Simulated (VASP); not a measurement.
# Re (P6_3/mmc) in VASP: a series of runs

The runs below take Re through relaxation of cell and atoms, with LDA.

Program: VASP 6.6.1. These are calculated values, not measurements. Logs are shortened: lines on timing, memory, paths and dates and some standing lists are left out, and cuts for length are marked.

## 1. The cell of the first run

The structure is hexagonal, space group P6_3/mmc (No. 194). Conventional cell: a = 2.547 Å, b = 2.547 Å, c = 4.106 Å, α = 90.00°, β = 90.00°, γ = 120.00°. Within 3.3 Å of Re (site symmetry -6m2) lie 12 Re at 2.53 to 2.55 Å.

## 2. Relaxation of cell and atoms, LDA, target pressure 140 GPa, at which the enthalpy is minimised

File INCAR:

```
PREC     = Accurate       # precision mode
ENCUT    = 600            # plane-wave cutoff, eV
EDIFF    = 1E-7           # SCF threshold, eV
ISMEAR   = -1             # smearing method
SIGMA    = 0.08           # smearing width, eV
LREAL    = F              # projectors in reciprocal space
LASPH    = T              # aspherical terms in the spheres
NELM     = 100            # most SCF steps
ALGO     = Normal         # electronic algorithm
ISIF     = 3              # what is computed and relaxed
LWAVE    = F              # write WAVECAR
LCHARG   = F              # write CHGCAR
IBRION   = 2              # ionic algorithm
NSW      = 32             # ionic steps
EDIFFG   = -0.005         # ionic threshold
PSTRESS  = 1400.0
```

File KPOINTS:

```
regular mesh
0
Gamma
  17 17 9
```

File POSCAR:

```
Re
1.0
    2.5470008379      0.0000000000      0.0000000000
   -1.2735004190      2.2057674291      0.0000000000
    0.0000000000      0.0000000000      4.1061330988
Re
2
Direct
    0.3333333333      0.6666666667      0.2500000000
    0.6666666667      0.3333333333      0.7500000000
```

Potentials or basis: VASP PAW LDA potentials, release 64 (Re).

Started as:

```
$ cat potpaw_LDA.64/Re/POTCAR > POTCAR
$ mpirun -np 1 vasp_std > vasp.out
```

OUTCAR:

```text
PREC = Accurate
   ENCUT = 600
   EDIFF = 1E-7
   ISMEAR = -1
   LREAL = F
   LASPH = T
   NELM = 100
   ISIF = 3
   IBRION = 2
   NSW = 32
   EDIFFG = -0.005
   PSTRESS = 1400.0

 ion  position               nearest neighbor table
   1  0.333  0.667  0.250-   2 2.53   2 2.53   2 2.53   2 2.53   2 2.53   2 2.53
   2  0.667  0.333  0.750-   1 2.53   1 2.53   1 2.53   1 2.53   1 2.53   1 2.53

  LATTYP: Found a hexagonal cell.
 ALAT       =     2.5470008379
 C/A-ratio  =     1.6121443848

  Lattice vectors:

 A1 = (   2.5470008379,   0.0000000000,   0.0000000000)
 A2 = (  -1.2735004190,   2.2057674291,   0.0000000000)
 A3 = (   0.0000000000,   0.0000000000,   4.1061330988)

Analysis of symmetry for initial positions (statically):
=====================================================================
 Subroutine PRICEL returns:
 Original cell was already a primitive cell.

 Routine SETGRP: Setting up the symmetry group for a
 hexagonal supercell.

 Subroutine GETGRP returns: Found 24 space group operations
 (whereof 12 operations were pure point group operations)
 out of a pool of 24 trial point group operations.

The static configuration has the point symmetry D_3d.
 The point group associated with its full space group is D_6h.

Analysis of symmetry for dynamics (positions and initial velocities):
=====================================================================
 Subroutine PRICEL returns:
 Original cell was already a primitive cell.

 Routine SETGRP: Setting up the symmetry group for a
 hexagonal supercell.

 Subroutine GETGRP returns: Found 24 space group operations
 (whereof 12 operations were pure point group operations)
 out of a pool of 24 trial point group operations.

The dynamic configuration has the point symmetry D_3d.
 The point group associated with its full space group is D_6h.

 Subroutine INISYM returns: Found 24 space group operations
 (whereof 12 operations are pure point group operations),
 and found     1 'primitive' translations

----------------------------------------------------------------------------------------

                                     Primitive cell

  volume of cell :      23.0686

  direct lattice vectors                    reciprocal lattice vectors
     2.547000838  0.000000000  0.000000000     0.392618638  0.226678476  0.000000000
    -1.273500419  2.205767429  0.000000000     0.000000000  0.453356953  0.000000000
     0.000000000  0.000000000  4.106133099     0.000000000  0.000000000  0.243538136

  length of vectors
     2.547000838  2.547000838  4.106133099     0.453356953  0.453356953  0.243538136

  position of ions in fractional coordinates (direct lattice)
     0.333333333  0.666666667  0.250000000
     0.666666667  0.333333333  0.750000000

  ion indices of the primitive-cell ions
   primitive index   ion index
                 1           1
                 2           2

----------------------------------------------------------------------------------------

 KPOINTS: regular mesh

Automatic generation of k-mesh.
 Grid dimensions read from file:
 generate k-points for:   17   17    9

 Generating k-lattice:

  Cartesian coordinates                     Fractional coordinates (reciprocal lattice)
     0.023095214  0.013334028  0.000000000     0.058823529  0.000000000  0.000000000
     0.000000000  0.026668056  0.000000000     0.000000000  0.058823529  0.000000000
     0.000000000  0.000000000  0.027059793     0.000000000  0.000000000  0.111111111

  Length of vectors
     0.026668056  0.026668056  0.027059793

  Shift w.r.t. Gamma in fractional coordinates (k-lattice)
     0.000000000  0.000000000  0.000000000

 Subroutine IBZKPT returns following result:
 ===========================================

 Found    165 irreducible k-points:

 Following reciprocal coordinates:
            Coordinates               Weight
  0.000000  0.000000  0.000000      1.000000
  0.058824  0.000000  0.000000      6.000000
  0.117647  0.000000  0.000000      6.000000
  0.176471  0.000000  0.000000      6.000000
  0.235294  0.000000  0.000000      6.000000
  0.294118  0.000000  0.000000      6.000000
[... 16 lines left out ...]
  0.411765  0.117647  0.000000     12.000000
  0.176471  0.176471  0.000000      6.000000
 [... further k-points ...]
   k-points           NKPTS =    165   k-points in BZ     NKDIM =    165   number of bands    NBANDS=     11
   number of dos      NEDOS =    301   number of ions     NIONS =      2
   total plane-waves  NPLWV =  14400
   dimension x,y,z NGX =    20 NGY =   20 NGZ =   36
   dimension x,y,z NGXF=    40 NGYF=   40 NGZF=   72
   ions per type =               2
   NGX,Y,Z   is equivalent  to a cutoff of  13.05, 13.05, 14.58 a.u.
   NGXF,Y,Z  is equivalent  to a cutoff of  26.11, 26.11, 29.15 a.u.
 SYSTEM =  unknown system
   PREC   = accura    normal or accurate (medium, high low for compatibility)
   ISTART =      0    job   : 0-new  1-cont  2-samecut
   ICHARG =      2    charge: 1-file 2-atom 10-const
   ISPIN  =      1    spin polarized calculation?
   LNONCOLLINEAR =      F non collinear calculations
   LSORBIT =      F    spin-orbit coupling
   LASPH  =      T    aspherical Exc in radial PAW
   ENCUT  =  600.0 eV  44.10 Ry    6.64 a.u.   5.09  5.09  8.20*2*pi/ulx,y,z
   NELM   =    100;   NELMIN=  2; NELMDL= -5     # of ELM steps
   EDIFF  = 0.1E-06   stopping-criterion for ELM
   LREAL  =      F    real-space projection
   EDIFFG = -.5E-02   stopping-criterion for IOM
   NSW    =     32    number of steps for IOM
   IBRION =      2    ionic relax: 0-MD 1-quasi-New 2-CG
   NFREE  =      1    steps in history (QN), initial steepest desc. (CG)
   ISIF   =      3    stress and relaxation
   ISYM   =      2    0-nonsym 1-usesym 2-fastsym
   POTIM  = 0.5000    time-step for ionic-motion
   TEBEG  =    0.0;   TEEND  =   0.0 temperature during run
   PSTRESS= 1400.0 pullay stress
   NELECT =      14.0000    total number of electrons
   NUPDOWN=      -1.0000    fix difference up-down
   EMIN   =  10.00;   EMAX   =-10.00  energy-range for DOS
   EFERMI =   0.00;   METHOD = LEGACY
   ISMEAR =    -1;   SIGMA  =   0.08  broadening in eV -4-tet -1-fermi 0-gaus
   EFERMI_NEDOS =   21; number of points for ismear=-14 and -15
   IALGO  =     38    algorithm
   IMIX   =      4    mixing-type and parameters
     AMIX     =   0.40;   BMIX     =  1.00
     AMIX_MAG =   1.60;   BMIX_MAG =  1.00
  volume/ion in A,a.u.               =      11.53        77.84
  Fermi-wavevector in a.u.,A,eV,Ry     =   1.386044  2.619243 26.138383  1.921117
  Thomas-Fermi vector in A             =   2.510397
   LORBIT       =      0    0 simple, 1 ext, 2 COOP (PROOUT), +10 PAW based schemes
   GGA     = CA    functional components
   LHFCALC =     F    Hartree Fock is set to
   AEXX    =    0.0000 exact exchange contribution
   IVDW    =     0    specifies the selected vdW correction
   LEPSILON=     F    determine dielectric tensor
   LRPA    =     F    only Hartree local field effects (RPA)
 conjugate gradient relaxation of ions
 non-spin polarized calculation
  energy-cutoff  :      600.00
  volume of cell :       23.07
 maximum number of plane-waves:       784
   NGX = 11   NGY = 11   NGZ = 17

--------------------------------------- Ionic step        1  -------------------------------------------

 number of electron      14.0000000 magnetization

 Free energy of the ion-electron system (eV)
  ---------------------------------------------------
  ext. energy  EPLUGINS =         0.00000000
  ---------------------------------------------------
  free energy    TOTEN  =       -25.38174379 eV

  energy without entropy =      -25.35575205  energy(sigma->0) =      -25.36874792

------------------------ aborting loop because EDIFF is reached ----------------------------------------

  FORCE on cell =-STRESS in cart. coord.  units (eV):
  Direction    XX          YY          ZZ          XY          YZ          ZX
  --------------------------------------------------------------------------------------
  -------------------------------------------------------------------------------------
  Total       21.2355100     21.2355100     21.1896220     -0.0000000      0.0000000     -0.0000000
  in kB     1474.8622070   1474.8622070   1471.6751685     -0.0000000      0.0000000     -0.0000000
  external PRESSURE =      73.7998608 kB  Pullay stress =    1400.0000000 kB

 VOLUME and BASIS-vectors are now :
 -----------------------------------------------------------------------------
  energy-cutoff  :      600.00
  volume of cell :       23.07
      direct lattice vectors                 reciprocal lattice vectors
     2.547000838  0.000000000  0.000000000     0.392618638  0.226678476  0.000000000
    -1.273500419  2.205767429  0.000000000     0.000000000  0.453356953  0.000000000
     0.000000000  0.000000000  4.106133099     0.000000000  0.000000000  0.243538136
[... 160 lines left out ...]
  FREE ENERGIE OF THE ION-ELECTRON SYSTEM (eV)
  ---------------------------------------------------
  free  energy   TOTEN  =       -25.5409119619 eV

  energy  without entropy=      -25.5147389589  energy(sigma->0) =      -25.52782546

  enthalpy is  TOTEN    =        -5.2281917100 eV   P V=       20.3127202520

--------------------------------------- Ionic step        6  -------------------------------------------

 number of electron      14.0000000 magnetization

 Free energy of the ion-electron system (eV)
  ---------------------------------------------------
  ext. energy  EPLUGINS =         0.00000000
  ---------------------------------------------------
  free energy    TOTEN  =       -25.54099446 eV

  energy without entropy =      -25.51481926  energy(sigma->0) =      -25.52790686

 E-fermi :  11.1850     XC(G=0): -15.1445

 val. band max:       11.1751150025   @ k =   0.1765   0.1176   0.0000
 cond. band min:      11.2097896285   @ k =   0.2353   0.0588   0.4444
 fundamental gap:      0.0346746260
 Fermi energy:        11.1850292933

 k-point     1 :       0.0000    0.0000    0.0000
  band No.  band energies     occupation
      1      -0.2263      2.00000
      2       2.5753      2.00000
      3       8.7306      2.00000
      4       8.7306      2.00000
      5       8.8107      2.00000
      6       9.9582      2.00000
      7       9.9582      2.00000
      8      11.2219      0.77366
      9      11.2219      0.77366
     10      12.7939      0.00000
     11      15.6540      0.00000

 k-point     2 :       0.0588    0.0000    0.0000
  band No.  band energies     occupation
      1      -0.0344      2.00000
      2       2.7563      2.00000
      3       8.2106      2.00000
      4       8.9097      2.00000
      5       9.2604      2.00000
      6       9.8132      2.00000
      7      10.1306      2.00000
      8      10.9055      1.94107
      9      11.0563      1.66640
     10      12.0869      0.00003
     11      15.7847      0.00000
[... 295 lines left out ...]
 k-point    24 :       0.1765    0.1765    0.0000
  band No.  band energies     occupation
      1       3.6963      2.00000
      2       5.3255      2.00000
      3       5.7575      2.00000
      4       5.7796      2.00000
      5       8.2240      2.00000
      6       8.8271      2.00000
      7      10.6147      1.99840
      8      11.6767      0.00427
      9      13.6809      0.00000
     10      15.1500      0.00000
     11      16.5394      0.00000

 [... further k-points ...]

------------------------ aborting loop because EDIFF is reached ----------------------------------------

  FORCE on cell =-STRESS in cart. coord.  units (eV):
  Direction    XX          YY          ZZ          XY          YZ          ZX
  --------------------------------------------------------------------------------------
  -------------------------------------------------------------------------------------
  Total       20.3132716     20.3132716     20.3133375     -0.0000000      0.0000000     -0.0000000
  in kB     1400.0327108   1400.0327108   1400.0372552     -0.0000000      0.0000000     -0.0000000
  external PRESSURE =       0.0342256 kB  Pullay stress =    1400.0000000 kB

 VOLUME and BASIS-vectors are now :
 -----------------------------------------------------------------------------
  energy-cutoff  :      600.00
  volume of cell :       23.25
      direct lattice vectors                 reciprocal lattice vectors
     2.553804782 -0.000000000  0.000000000     0.391572608  0.226074551  0.000000000
    -1.276902391  2.211659818  0.000000000     0.000000000  0.452149102 -0.000000000
    -0.000000000  0.000000000  4.115724075    -0.000000000 -0.000000000  0.242970613

 POSITION                                       TOTAL-FORCE (eV/Angst)
 -----------------------------------------------------------------------------------
     -0.00000      1.47444      1.02893         0.000000     -0.000000      0.000000
      1.27690      0.73722      3.08679        -0.000000      0.000000      0.000000
 -----------------------------------------------------------------------------------
    total drift:                                0.000000     -0.000000     -0.000000

  FREE ENERGIE OF THE ION-ELECTRON SYSTEM (eV)
  ---------------------------------------------------
  free  energy   TOTEN  =       -25.5409944611 eV

  energy  without entropy=      -25.5148192560  energy(sigma->0) =      -25.52790686

  enthalpy is  TOTEN    =        -5.2281974743 eV   P V=       20.3127969868

 reached required accuracy - stopping structural energy minimisation
```

It took 3.8 min on 1 thread of Intel Xeon 8259CL, shared host; peak memory 0.18 GiB.

What came out:

```yaml
Free_energy: -25.5410 eV
Relaxed_volume: 11.62 Å³/atom
Relaxed_cell: a = 2.554 Å, b = 2.554 Å, c = 4.116 Å, α = 90.00°, β = 90.00°, γ = 120.00°
Space_group_after_relaxing_to_0.1_Å: P6_3/mmc (No. 194)
Energy_change_on_relaxing_the_run_minimises_the_enthalpy: -79.6 meV/atom
Ionic_steps: 6
Pressure_after_relaxing: 140.0 GPa
Band_gap_on_the_k_mesh: zero (bands 7 and 8 overlap by 5.04 eV)
```

The path:
```csv
step,energy change (eV),largest force (eV/Å),pressure (GPa),volume (Å³)
1,0.0000,0.0000,147.38,23.07
2,-1.2837,0.0000,82.41,24.89
3,-0.1655,0.0000,139.71,23.25
4,-0.1593,0.0000,140.00,23.25
5,-0.1592,0.0000,140.01,23.25
6,-0.1593,0.0000,140.00,23.25
```

Final structure:
```
Re
1.0
     2.55380    0.00000    0.00000
    -1.27690    2.21166    0.00000
     0.00000    0.00000    4.11572
Re
2
Direct
  0.33333 0.66667 0.25000
  0.66667 0.33333 0.75000
```

Caveat: the cell is relaxed towards a set pressure, so the run minimises the enthalpy, not the energy; spin-orbit coupling is left out, which moves the levels of the heavy elements.

## 3. Relaxation of cell and atoms, LDA, target pressure 140 GPa, at which the enthalpy is minimised

File INCAR:

```
PREC     = Accurate       # precision mode
ENCUT    = 600            # plane-wave cutoff, eV
EDIFF    = 1E-7           # SCF threshold, eV
ISMEAR   = -1             # smearing method
SIGMA    = 0.08           # smearing width, eV
LREAL    = False          # projectors in reciprocal space
LASPH    = True           # aspherical terms in the spheres
NELM     = 100            # most SCF steps
ALGO     = Normal         # electronic algorithm
ISIF     = 3              # what is computed and relaxed
LWAVE    = False          # write WAVECAR
LCHARG   = False          # write CHGCAR
GGA      = CA             # functional
IBRION   = 2              # ionic algorithm
NSW      = 60             # ionic steps
EDIFFG   = -0.005         # ionic threshold
PSTRESS  = 1400.0
```

File KPOINTS:

```
Automatic mesh
0
Gamma
  17 17 9
```

File POSCAR:

```
Re
1.0
    2.5443273278      0.0000000000      0.0000000000
   -1.2721636639      2.2034521014      0.0000000000
    0.0000000000      0.0000000000      4.1218102711
Re
2
Direct
    0.3333333333      0.6666666667      0.2500000000
    0.6666666667      0.3333333333      0.7500000000
```

Potentials or basis: VASP PAW LDA potentials, release 64 (Re).

Started as:

```
$ cat potpaw_LDA.64/Re/POTCAR > POTCAR
$ mpirun -np 1 vasp_std > vasp.out
```

Run time: 4.2 min. Hardware: 1 thread of Intel Xeon 8259CL, shared host; peak memory 0.18 GiB.

Results (log left out):

```yaml
Free_energy: -25.5407 eV
Relaxed_volume: 11.62 Å³/atom
Relaxed_cell: a = 2.554 Å, b = 2.554 Å, c = 4.116 Å, α = 90.00°, β = 90.00°, γ = 120.00°
Space_group_after_relaxing_to_0.1_Å: P6_3/mmc (No. 194)
Energy_change_on_relaxing_the_run_minimises_the_enthalpy: -62.0 meV/atom
Ionic_steps: 6
Pressure_after_relaxing: 140.0 GPa
Band_gap_on_the_k_mesh: zero (bands 7 and 8 overlap by 5.04 eV)
```

The path:
| step | energy change (eV) | largest force (eV/Å) | pressure (GPa) | volume (Å³) |
| --- | --- | --- | --- | --- |
| 1 | 0.0000 | 0.0000 | 145.73 | 23.11 |
| 2 | -1.0393 | 0.0000 | 93.97 | 24.52 |
| 3 | -0.1409 | 0.0000 | 139.20 | 23.27 |
| 4 | -0.1362 | 0.0000 | 139.43 | 23.26 |
| 5 | -0.0978 | 0.0000 | 141.18 | 23.22 |
| 6 | -0.1240 | 0.0000 | 140.02 | 23.25 |

Final structure:
```
Re
1.0
     2.55377    0.00000    0.00000
    -1.27689    2.21163    0.00000
     0.00000    0.00000    4.11576
Re
2
Direct
  0.33333 0.66667 0.25000
  0.66667 0.33333 0.75000
```

Levels at points of the mesh, in eV from the Fermi level:
```tsv
k point	band 3	band 4	band 5	band 6	band 7	band 8	band 9	band 10	band 11
(0.00, 0.00, 0.00)	-2.45	-2.45	-2.37	-1.23	-1.23	0.04	0.04	1.61	4.47
```

Caveat: the cell is relaxed towards a set pressure, so the run minimises the enthalpy, not the energy; spin-orbit coupling is left out, which moves the levels of the heavy elements.

The gap in the log of VASP goes by the Fermi energy; the results here count the filled bands.